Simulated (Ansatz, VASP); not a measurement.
Ga2SeS2 in VASP and in Ansatz

Contents of INCAR:

```
SYSTEM = Ga2SeS2
PREC = Accurate ; ENCUT = 600
EDIFF = 1E-7 ; ISMEAR = 0
SIGMA = 0.1 ; LREAL = .False.
LASPH = .True. ; NELM = 100
ALGO = Normal ; ISIF = 3
LWAVE = .False. ; LCHARG = .False.
GGA = PE ; IBRION = 2
NSW = 90 ; EDIFFG = -0.04
```

The input KPOINTS:

```
Automatic mesh
0
Gamma
  4 4 4
  0 0 0
```

POSCAR

```
Ga2SeS2
1.0
    5.0486722200      0.0000000000      0.0000000000
    0.0000000000      5.0486722200      0.0000000000
    0.0000000000      0.0000000000      5.1806098500
Ga Se S
2 1 2
Direct
    0.0000000000      0.0000000000      0.7641094100
    0.0000000000      0.0000000000      0.2358905900
    0.5000000000      0.5000000000      0.5000000000
    0.0000000000      0.5000000000      0.5000000000
    0.5000000000      0.0000000000      0.5000000000
```

Input for Ansatz:

```yaml
crystal:
  lattice:
    - [5.04867222, 0.0, 0.0]
    - [0.0, 5.04867222, 0.0]
    - [0.0, 0.0, 5.18060985]
  atoms:
    - { symbol: Ga, position: [0.0, 0.0, 0.76410941] }
    - { symbol: Ga, position: [0.0, 0.0, 0.23589059] }
    - { symbol: Se, position: [0.5, 0.5, 0.5] }
    - { symbol: S, position: [0.0, 0.5, 0.5] }
    - { symbol: S, position: [0.5, 0.0, 0.5] }
basis:
  ecutwfc: 420
kpoints:
  mp_grid: { grid: [4, 4, 4] }
hamiltonian:
  xc: pbe
scf:
  occupations: { method: gaussian, width: 0.1 }
  lower_state_search: "off"
output:
  forces: true
  stress: true
  eigenvalues: true
relax:
  adjacent_minimum: "off"
  f_tol: 0.04
  max_steps: 70
  cell: { stress_tol: 0.4 }
```

Alike in both runs: task relaxation of cell and atoms; functional PBE; k mesh 4 × 4 × 4; occupations gaussian, width 0.1 eV; no spin polarisation.

|  | VASP | Ansatz |
| --- | --- | --- |
| version | VASP 6.6.1 | Ansatz 0.2.0 |
| potentials or method | VASP PAW PBE potentials, release 64 (Ga_d, Se, S), cutoff 600 eV | scalar-relativistic, plane waves, PAW |
| valence electrons in the cell | 44 | 54 |

VASP gave:

```
gap on the k mesh at the Fermi level, each at its own relaxed structure (eV) : none
relaxed volume (Å³/atom)                                                     : 25.73
relaxed cell length with the largest relative difference (Å)                 : 5.048
```

**Question.** Which values does Ansatz return?

**Answer.** gap on the k mesh at the Fermi level, each at its own relaxed structure (eV): none; relaxed volume (Å³/atom): 25.72; relaxed cell length with the largest relative difference (Å): 5.053.

A gap of «none» marks a metal or a gap that the smearing closes. VASP's potentials hold 44 valence electrons a cell and Ansatz's 54, so a difference there can come from the potentials and not from the codes.
